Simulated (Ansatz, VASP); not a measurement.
HgTe in VASP and in Ansatz

```
CELL_PARAMETERS angstrom
0.00000 3.15856 3.32480
3.15856 0.00000 3.32480
3.15856 3.15856 0.00000
ATOMIC_POSITIONS crystal
Hg 0.00000 0.00000 0.00000
Te 0.75000 0.75000 0.75000
```

Change from the starting cell: strain -0.050 along x and y, +0.000 along z, atoms carried along.

Alike in both runs: task single point; functional PBE; k mesh 16 × 16 × 16; occupations gaussian, width 0.15 eV; no spin polarisation.

|  | VASP | Ansatz |
| --- | --- | --- |
| version | VASP 6.6.1 | Ansatz 0.2.0 |
| potentials or method | VASP PAW PBE potentials, release 64 (Hg, Te), cutoff 520 eV | scalar-relativistic, plane waves, PAW |
| valence electrons in the cell | 18 | 36 |

|  | VASP | Ansatz | Ansatz less VASP |
| --- | --- | --- | --- |
| gap on the k mesh at the Fermi level (eV) | none | none | - |
| pressure (GPa) | 4.6 | 4.6 | -0.08 |
| traceless stress, the component that is largest in VASP (GPa) | -0.45 | -0.45 | +0.001 |

A gap of «none» marks a metal or a gap that the smearing closes. VASP's potentials hold 18 valence electrons a cell and Ansatz's 36, so a difference there can come from the potentials and not from the codes.

Spin-orbit coupling is off throughout.
